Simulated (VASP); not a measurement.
GaN: single point with PBE

The system is GaN.

```xyz
2
Lattice="0.0000 2.1651 2.1651 2.1651 0.0000 2.1651 2.1651 2.1651 0.0000" Properties=species:S:1:pos:R:3 pbc="T T T"
Ga    0.0000    0.0000    0.0000
N     2.1651    2.1651    2.1651
```

This cell differs from its parent crystal: strained.

* Program: VASP 6.6.1
* Task: single point
* Functional: PBE
* Potentials or basis: VASP PAW PBE potentials, release 64 (Ga_d, N)
* Cutoff: 520 eV
* k mesh: 14 × 14 × 14
* Occupations: gaussian, width 0.05 eV
* Spin: no spin polarisation
* Dipole correction: no
* Further INCAR settings: ALGO = Normal; EDIFF = 1e-06; NBANDS = 16

```
Pressure               : -7.5 GPa
Band gap on the k mesh : 0.15 eV, indirect (least direct gap 1.87 eV)
```

Levels at points of the mesh, in eV from the valence-band top:
```
           k point  band 6  band 7  band 8  band 9  band 10  band 11  band 12  band 13
(0.00, 0.00, 0.00)  -13.95   -0.44   -0.44   -0.44     1.43    14.30    14.30    14.30
(0.50, 0.00, 0.00)  -13.77   -7.88   -0.17   -0.17     4.39     8.47     8.68     8.68
(0.50, 0.50, 0.00)  -11.15   -6.58   -2.78   -2.78     0.15     7.75    11.20    13.58
```

Run time: 20 s on 1 thread of Intel(R) Xeon(R) Platinum 8259CL CPU @ 2.50GHz (Skylake/Cascade Lake), on a shared host, peak memory 0.16 GiB.

Caveat: the cell differs from its parent crystal (strained). A k mesh can miss the band edges.
